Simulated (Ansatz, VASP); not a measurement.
## BeH4 in VASP and in Ansatz

```
Be H
1.0
    -1.82889    1.82889    1.82889
     1.82889   -1.82889    1.82889
     1.82889    1.82889   -1.82889
Be H
1 4
Direct
  0.00000 0.00000 0.00000
  0.50000 0.50000 0.50000
  0.00000 0.00000 0.50000
  0.00000 0.50000 0.00000
  0.50000 0.00000 0.00000
```

Alike in both runs: task relaxation of cell and atoms; functional PBE; k mesh 14 × 14 × 14; occupations gaussian, width 0.1 eV; no spin polarisation.

|  | VASP | Ansatz |
| --- | --- | --- |
| version | VASP 6.6.1 | Ansatz 0.2.0 |
| potentials or method | VASP PAW PBE potentials, release 64 (Be, H), cutoff 600 eV | scalar-relativistic, plane waves, PAW |
| valence electrons in the cell | 6 | 6 |

```tsv
	VASP	Ansatz	Ansatz less VASP
gap on the k mesh at the Fermi level, each at its own relaxed structure (eV)	none	none	-
relaxed volume (Å³/atom)	4.89	4.89	0.000
relaxed cell length with the largest relative difference (Å)	3.168	3.168	0.0000
```

A gap of «none» marks a metal or a gap that the smearing closes.

Noted on VASP's run: the relaxation stopped at its first step, so nothing moved.
